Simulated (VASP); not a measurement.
MgCd3S4:

```xyz
8
Lattice="-2.8409 2.8409 5.6818 2.8409 -2.8409 5.6818 2.8409 2.8409 -5.6818" Properties=species:S:1:pos:R:3 pbc="T T T"
Mg    0.0000    0.0000    0.0000
Cd    0.0000    0.0000    5.6818
Cd    0.0000    2.8409    2.8409
Cd    2.8409    0.0000    2.8409
S     0.0000    0.0000    8.5227
S     0.0000    0.0000    2.8409
S     0.0000    2.8409    0.0000
S     2.8409    0.0000    0.0000
```

```yaml
Program: VASP 6.6.1
Task: relaxation of cell and atoms
Functional: PBE
Potentials_or_basis: VASP PAW PBE potentials, release 64 (Mg, Cd, S)
Cutoff: 600 eV
k_mesh: 4 × 4 × 4
Occupations: gaussian, width 0.1 eV
Spin: no spin polarisation
```

At the start: pressure -6.9 GPa; volume 22.93 Å³/atom.

**Question.** How do energy, volume and symmetry change on relaxing?

**Answer.** Over 8 steps the energy falls by 70.1 meV/atom and the volume is 20.20 Å³/atom (-11.9 %); space group I4/mmm (No. 139, to 0.1 Å) before and after.

Step by step:
```tsv
step	energy change (eV)	largest force (eV/Å)	pressure (GPa)	volume (Å³)
1	0.0000	0.2427	-6.88	183.43
2	-0.5169	0.3616	1.53	158.49
3	-0.5310	0.3438	0.10	161.53
4	-0.5309	0.3413	-0.10	161.95
5	-0.5408	0.2791	-0.10	161.88
6	-0.5587	0.0944	-0.06	161.67
7	-0.5395	0.3072	0.21	161.25
8	-0.5609	0.0038	-0.02	161.57
```

Final structure:
```yaml
crystal:
  lattice:
    - [-2.72182, 2.72182, 5.45241]
    - [2.72182, -2.72182, 5.45241]
    - [2.72182, 2.72182, -5.45241]
  atoms:
    - { symbol: Mg, position: [0.00000, 0.00000, 0.00000] }
    - { symbol: Cd, position: [0.50000, 0.50000, 0.00000] }
    - { symbol: Cd, position: [0.75000, 0.25000, 0.50000] }
    - { symbol: Cd, position: [0.25000, 0.75000, 0.50000] }
    - { symbol: S, position: [0.75877, 0.75877, 0.00000] }
    - { symbol: S, position: [0.24123, 0.24123, 0.00000] }
    - { symbol: S, position: [0.50000, 0.00000, 0.50000] }
    - { symbol: S, position: [0.00000, 0.50000, 0.50000] }
```
